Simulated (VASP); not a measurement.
# YAl7 in VASP: single point with PBE

Aim: the single point of YAl7 with PBE.

Everything below comes from runs of VASP 6.6.1. Logs are shortened: lines on timing, memory, paths and dates and some standing lists are left out, and cuts for length are marked.

### Step 1. The cell of the first run

The cell holds an amorphous packing of atoms, 16 atoms: a = 6.583 Å, b = 7.547 Å, c = 6.024 Å, α = 93.05°, β = 89.78°, γ = 93.32°.

### Step 2. Single point, PBE

File INCAR:

```
ALGO = Normal
EDIFF = 1E-6
ENCUT = 520
GGA = PE
ISIF = 2
ISMEAR = 0
ISYM = 0
LASPH = True
LCHARG = False
LREAL = Auto
LWAVE = False
NBANDS = 46
NELM = 100
PREC = Accurate
SIGMA = 0.1
```

File KPOINTS:

```
Automatic mesh
0
Gamma
  2 2 2
  0.5 0.5 0.5
```

File POSCAR:

```
YAl7
1.0
    6.5792559590     -0.2106349915      0.0085624675
   -0.1952945779      7.5427112240     -0.1645266444
    0.0092935967     -0.1888157797      6.0207422119
Al Y
14 2
Direct
    0.6907992832      0.1536262309      0.7128869822
    0.9671851080      0.3603706748      0.4415501795
    0.5030703789      0.8504856393      0.4671428272
    0.6975309720      0.6162997198      0.1872700564
    0.9712069841      0.3638611564      0.9649872943
    0.8887995786      0.9164738080      0.9636002327
    0.6424993046      0.1614604533      0.2199341526
    0.4996183693      0.8536509153      0.9370257453
    0.7459227756      0.6082709146      0.6802902458
    0.8852501139      0.9191055117      0.4334880148
    0.4170552137      0.4054365245      0.9357217738
    0.1707867346      0.6457084844      0.7021118812
    0.4211343332      0.4091396144      0.4586772285
    0.2178746340      0.1235529366      0.1982715935
    0.2195824018      0.0761840970      0.6983420265
    0.1687169232      0.6934381714      0.2021102805
```

Potentials or basis: VASP PAW PBE potentials, release 64 (Al, Y_sv).

On the command line:

```bash
> cat potpaw_PBE.64/Al/POTCAR potpaw_PBE.64/Y_sv/POTCAR > POTCAR
> mpirun -np 1 vasp_std > vasp.out
```

OUTCAR:

```text
EDIFF = 1E-6
   ENCUT = 520
   GGA = PE
   ISIF = 2
   ISMEAR = 0
   ISYM = 0
   LASPH = True
   LREAL = Auto
   NELM = 100
   PREC = Accurate

 ion  position               nearest neighbor table
   1  0.691  0.154  0.713-  10 2.74   5 2.77   6 2.78   3 2.88   2 2.89   8 2.92  11 2.96   7 2.99
                             7 3.07  15 3.12  13 3.15  15 3.56
   2  0.967  0.360  0.442-   9 2.78   7 2.84  14 2.85  12 2.87   5 2.87   1 2.89  13 2.99   5 3.15
                             4 3.16  16 3.18  15 3.25  10 3.34
   3  0.503  0.850  0.467-  10 2.55   4 2.74   8 2.83   9 2.85   1 2.88  16 2.88  15 2.90   7 2.95
                            12 3.00   8 3.19  13 3.34  14 3.35
   4  0.698  0.616  0.187-   3 2.74  11 2.77   8 2.78  10 2.88  13 2.89   6 2.92   5 2.96   9 2.99
                             9 3.07  16 3.12   2 3.16  16 3.56
   5  0.971  0.364  0.965-   1 2.77   2 2.87  14 2.92  11 2.94   4 2.96  12 2.96  16 3.03   7 3.04
                             9 3.04   2 3.15  15 3.16
   6  0.889  0.916  0.964-   8 2.58   1 2.78  10 2.83   7 2.91   4 2.92  14 2.92   9 2.92  15 2.94
                            16 2.99  12 3.19  10 3.19
   7  0.642  0.161  0.220-  13 2.77  14 2.80   2 2.84  10 2.86   6 2.91   8 2.92   3 2.95   1 2.99
                            11 3.03   5 3.04   1 3.07
   8  0.500  0.854  0.937-   6 2.58   4 2.78   3 2.83   9 2.91   1 2.92   7 2.92  12 2.92  16 2.94
                            15 2.99  14 3.18   3 3.19
   9  0.746  0.608  0.680-   2 2.78  12 2.80  13 2.84   3 2.85   8 2.91   6 2.92  10 2.94   4 2.99
                             5 3.04  11 3.04   4 3.07
  10  0.885  0.919  0.433-   3 2.55   1 2.74   6 2.83   7 2.86   4 2.88  15 2.88  16 2.90   9 2.94
                            14 3.00   6 3.19   2 3.34  12 3.35
  11  0.417  0.405  0.936-   4 2.77  13 2.88  12 2.92   5 2.94  14 2.96   1 2.96  15 3.03   7 3.03
                             9 3.04  13 3.15  16 3.16
  12  0.171  0.646  0.702-   9 2.80  13 2.85   2 2.87  11 2.92   8 2.92   5 2.96   3 3.00  16 3.01
                            16 3.05   6 3.19  15 3.25  10 3.35
  13  0.421  0.409  0.459-   7 2.77   9 2.84  12 2.85  14 2.87  11 2.88   4 2.89   2 2.99  11 3.15
                             1 3.15  15 3.18  16 3.25   3 3.34
  14  0.218  0.124  0.198-   7 2.80   2 2.85  13 2.87   5 2.92   6 2.92  11 2.96  10 3.00  15 3.01
                            15 3.05   8 3.18  16 3.24   3 3.35
  15  0.220  0.076  0.698-  10 2.88   3 2.90   6 2.94   8 2.99  14 3.01  11 3.03  14 3.05   1 3.12
                             5 3.16  13 3.18   2 3.25  12 3.25   1 3.56  16 4.05  16 4.30
  16  0.169  0.693  0.202-   3 2.88  10 2.90   8 2.94   6 2.99  12 3.01   5 3.03  12 3.05   4 3.12
                            11 3.16   2 3.18  14 3.24  13 3.25   4 3.56  15 4.05  15 4.30

IMPORTANT INFORMATION: All symmetrisations will be switched off!
NOSYMM: (Re-)initialisation of all symmetry stuff for point group C_1.

----------------------------------------------------------------------------------------

                                     Primitive cell

  volume of cell :     298.3299

  direct lattice vectors                    reciprocal lattice vectors
     6.579255959 -0.210634992  0.008562468     0.152119033  0.003936211 -0.000111367
    -0.195294578  7.542711224 -0.164526644     0.004245509  0.132778933  0.004157511
     0.009293597 -0.188815780  6.020742212    -0.000100322  0.003622804  0.166206248

  length of vectors
     6.582632406  7.547032635  6.023709368     0.152169992  0.132911829  0.166245757

  position of ions in fractional coordinates (direct lattice)
     0.690799283  0.153626231  0.712886982
     0.967185108  0.360370675  0.441550179
     0.503070379  0.850485639  0.467142827
     0.697530972  0.616299720  0.187270056
     0.971206984  0.363861156  0.964987294
     0.888799579  0.916473808  0.963600233
[... 8 lines left out ...]
     0.219582402  0.076184097  0.698342027
     0.168716923  0.693438171  0.202110281

  ion indices of the primitive-cell ions
   primitive index   ion index
                 1           1
                 2           2
                 3           3
                 4           4
                 5           5
                 6           6
[... 8 lines left out ...]
                15          15
                16          16

----------------------------------------------------------------------------------------

 KPOINTS: Automatic mesh

Automatic generation of k-mesh.
 Grid dimensions read from file:
 generate k-points for:    2    2    2

 Generating k-lattice:

  Cartesian coordinates                     Fractional coordinates (reciprocal lattice)
     0.076059517  0.001968105 -0.000055684     0.500000000 -0.000000000  0.000000000
     0.002122755  0.066389466  0.002078755    -0.000000000  0.500000000 -0.000000000
    -0.000050161  0.001811402  0.083103124     0.000000000 -0.000000000  0.500000000

  Length of vectors
     0.076084996  0.066455914  0.083122879

  Shift w.r.t. Gamma in fractional coordinates (k-lattice)
     0.500000000  0.500000000  0.500000000

 Subroutine IBZKPT returns following result:
 ===========================================

 Found      4 irreducible k-points:

 Following reciprocal coordinates:
            Coordinates               Weight
  0.250000  0.250000  0.250000      2.000000
 -0.250000  0.250000  0.250000      2.000000
  0.250000 -0.250000  0.250000      2.000000
 -0.250000 -0.250000  0.250000      2.000000
   k-points           NKPTS =      4   k-points in BZ     NKDIM =      4   number of bands    NBANDS=     46
   number of dos      NEDOS =    301   number of ions     NIONS =     16
   total plane-waves  NPLWV = 134400
   dimension x,y,z NGX =    50 NGY =   56 NGZ =   48
   dimension x,y,z NGXF=   100 NGYF=  112 NGZF=   96
   ions per type =              14   2
   NGX,Y,Z   is equivalent  to a cutoff of  12.63, 12.34, 13.25 a.u.
   NGXF,Y,Z  is equivalent  to a cutoff of  25.26, 24.67, 26.49 a.u.
 SYSTEM =  unknown system
   PREC   = accura    normal or accurate (medium, high low for compatibility)
   ISTART =      0    job   : 0-new  1-cont  2-samecut
   ICHARG =      2    charge: 1-file 2-atom 10-const
   ISPIN  =      1    spin polarized calculation?
   LNONCOLLINEAR =      F non collinear calculations
   LSORBIT =      F    spin-orbit coupling
   LASPH  =      T    aspherical Exc in radial PAW
   ENCUT  =  520.0 eV  38.22 Ry    6.18 a.u.  12.24 14.03 11.20*2*pi/ulx,y,z
   NELM   =    100;   NELMIN=  2; NELMDL= -5     # of ELM steps
   EDIFF  = 0.1E-05   stopping-criterion for ELM
   LREAL  =      T    real-space projection
   EDIFFG = 0.1E-04   stopping-criterion for IOM
   NSW    =      0    number of steps for IOM
   IBRION =     -1    ionic relax: 0-MD 1-quasi-New 2-CG
   NFREE  =      0    steps in history (QN), initial steepest desc. (CG)
   ISIF   =      2    stress and relaxation
   ISYM   =      0    0-nonsym 1-usesym 2-fastsym
   POTIM  = 0.5000    time-step for ionic-motion
   TEBEG  =    0.0;   TEEND  =   0.0 temperature during run
   PSTRESS=    0.0 pullay stress
   NELECT =      64.0000    total number of electrons
   NUPDOWN=      -1.0000    fix difference up-down
   EMIN   =  10.00;   EMAX   =-10.00  energy-range for DOS
   EFERMI =   0.00;   METHOD = LEGACY
   ISMEAR =     0;   SIGMA  =   0.10  broadening in eV -4-tet -1-fermi 0-gaus
   EFERMI_NEDOS =   21; number of points for ismear=-14 and -15
   IALGO  =     38    algorithm
   IMIX   =      4    mixing-type and parameters
     AMIX     =   0.40;   BMIX     =  1.00
     AMIX_MAG =   1.60;   BMIX_MAG =  1.00
  volume/ion in A,a.u.               =      18.65       125.83
  Fermi-wavevector in a.u.,A,eV,Ry     =   0.980022  1.851973 13.067626  0.960443
  Thomas-Fermi vector in A             =   2.110920
   LORBIT       =      0    0 simple, 1 ext, 2 COOP (PROOUT), +10 PAW based schemes
   GGA     = PE    functional components
   LHFCALC =     F    Hartree Fock is set to
   AEXX    =    0.0000 exact exchange contribution
   IVDW    =     0    specifies the selected vdW correction
   LEPSILON=     F    determine dielectric tensor
   LRPA    =     F    only Hartree local field effects (RPA)
 non-spin polarized calculation
 Gauss-broadening in eV      SIGMA  =   0.10
  energy-cutoff  :      520.00
  volume of cell :      298.33
 maximum number of plane-waves:      8034
 NGX is ok and might be reduce to    50
   NGX = 25   NGY = 29   NGZ = 23

 number of electron      64.0000000 magnetization

 Free energy of the ion-electron system (eV)
  ---------------------------------------------------
  ext. energy  EPLUGINS =         0.00000000
  ---------------------------------------------------
  free energy    TOTEN  =       -67.38780939 eV

  energy without entropy =      -67.38574168  energy(sigma->0) =      -67.38677554

 E-fermi :   6.6485     XC(G=0): -10.0265

 val. band max:        6.4579731617   @ k =   0.2500  -0.2500   0.2500
 cond. band min:       6.8291140723   @ k =  -0.2500  -0.2500   0.2500
 fundamental gap:      0.3711409106
 Fermi energy:         6.6484679982

 k-point     1 :       0.2500    0.2500    0.2500
  band No.  band energies     occupation
      1     -35.2610      2.00000
      2     -35.2576      2.00000
      3     -15.4275      2.00000
      4     -15.4174      2.00000
      5     -15.3878      2.00000
      6     -15.3731      2.00000
[... 36 lines left out ...]
     43       9.3661      0.00000
     44       9.7089      0.00000

 k-point     2 :      -0.2500    0.2500    0.2500
  band No.  band energies     occupation
      1     -35.2610      2.00000
      2     -35.2576      2.00000
      3     -15.4275      2.00000
      4     -15.4174      2.00000
      5     -15.3878      2.00000
      6     -15.3731      2.00000
[... 36 lines left out ...]
     43       9.3663      0.00000
     44       9.4843      0.00000

 k-point     3 :       0.2500   -0.2500    0.2500
  band No.  band energies     occupation
      1     -35.2611      2.00000
      2     -35.2576      2.00000
      3     -15.4254      2.00000
      4     -15.4211      2.00000
      5     -15.3897      2.00000
      6     -15.3734      2.00000
[... 36 lines left out ...]
     43       9.2371      0.00000
     44       9.5309      0.00000

 k-point     4 :      -0.2500   -0.2500    0.2500
  band No.  band energies     occupation
      1     -35.2611      2.00000
      2     -35.2576      2.00000
      3     -15.4254      2.00000
      4     -15.4211      2.00000
      5     -15.3896      2.00000
      6     -15.3734      2.00000
[... 36 lines left out ...]
     43       9.3833      0.00000
     44       9.5697      0.00000
 [bands above 44 left out]

------------------------ aborting loop because EDIFF is reached ----------------------------------------

  FORCE on cell =-STRESS in cart. coord.  units (eV):
  Direction    XX          YY          ZZ          XY          YZ          ZX
  --------------------------------------------------------------------------------------
  -------------------------------------------------------------------------------------
  Total       -0.1300193      0.3561128     -0.0571212     -0.0395202     -0.0313248     -0.0278757
  in kB       -0.6982673      1.9124999     -0.3067689     -0.2122428     -0.1682294     -0.1497063
  external PRESSURE =       0.3024879 kB  Pullay stress =       0.0000000 kB

 VOLUME and BASIS-vectors are now :
 -----------------------------------------------------------------------------
  energy-cutoff  :      520.00
  volume of cell :      298.33
      direct lattice vectors                 reciprocal lattice vectors
     6.579255959 -0.210634992  0.008562468     0.152119033  0.003936211 -0.000111367
    -0.195294578  7.542711224 -0.164526644     0.004245509  0.132778933  0.004157511
     0.009293597 -0.188815780  6.020742212    -0.000100322  0.003622804  0.166206248

 POSITION                                       TOTAL-FORCE (eV/Angst)
 -----------------------------------------------------------------------------------
      4.52157      0.87865      4.27275        -0.002726      0.000176      0.003140
      6.29708      2.43108      2.60745         0.002623      0.002793     -0.000023
      3.14807      6.22080      2.67693        -0.008397      0.000293      0.001228
      4.47062      4.46629      1.03208         0.000170      0.001557     -0.005162
      6.32773      2.35772      5.75839        -0.001468     -0.000553      0.001425
      5.67761      6.54354      5.65841         0.000549     -0.008848      0.003811
[... 8 lines left out ...]
      1.43630      0.39652      4.19388         0.001008      0.004456     -0.002785
      0.97649      5.15670      1.10421        -0.000282     -0.005768     -0.003890
 -----------------------------------------------------------------------------------
    total drift:                               -0.001067      0.005073      0.004761

  FREE ENERGIE OF THE ION-ELECTRON SYSTEM (eV)
  ---------------------------------------------------
  free  energy   TOTEN  =       -67.3878093914 eV

  energy  without entropy=      -67.3857416822  energy(sigma->0) =      -67.38677554
```

Run time: 61 s. Hardware: 1 thread of Intel Xeon Platinum 8488C (Sapphire Rapids), shared host; peak memory 0.34 GiB.

Results:

- Free energy: -67.3878 eV
- Pressure: 0.0 GPa
- Largest force: 0.011 eV/Å
- Band gap on the k mesh: zero (band 32 reaches 6.84 eV, above the bottom of band 33 at 6.46 eV)

Forces on the atoms (eV/Å):
```
Al  -0.003  0.000  0.003
Al   0.003  0.003  0.000
Al  -0.008  0.000  0.001
Al   0.000  0.002 -0.005
Al  -0.001 -0.001  0.001
Al   0.001 -0.009  0.004
Al   0.000 -0.003  0.001
Al  -0.001 -0.002 -0.002
Al  -0.002 -0.003  0.003
Al   0.005  0.005 -0.004
Al   0.007  0.009 -0.003
Al  -0.004  0.000  0.000
Al   0.000 -0.002  0.004
Al   0.003  0.002  0.004
Y    0.001  0.004 -0.003
Y    0.000 -0.006 -0.004
```

Levels at points of the mesh, in eV from the Fermi level:
```
           k point  band 28  band 29  band 30  band 31  band 32  band 33  band 34  band 35  band 36  band 37
(0.25, 0.25, 0.25)    -1.29    -0.86    -0.38    -0.26     0.19     0.41     0.76     0.88     1.18     1.31
```

Caveat: the k points lie up to 0.52 Å⁻¹ apart.
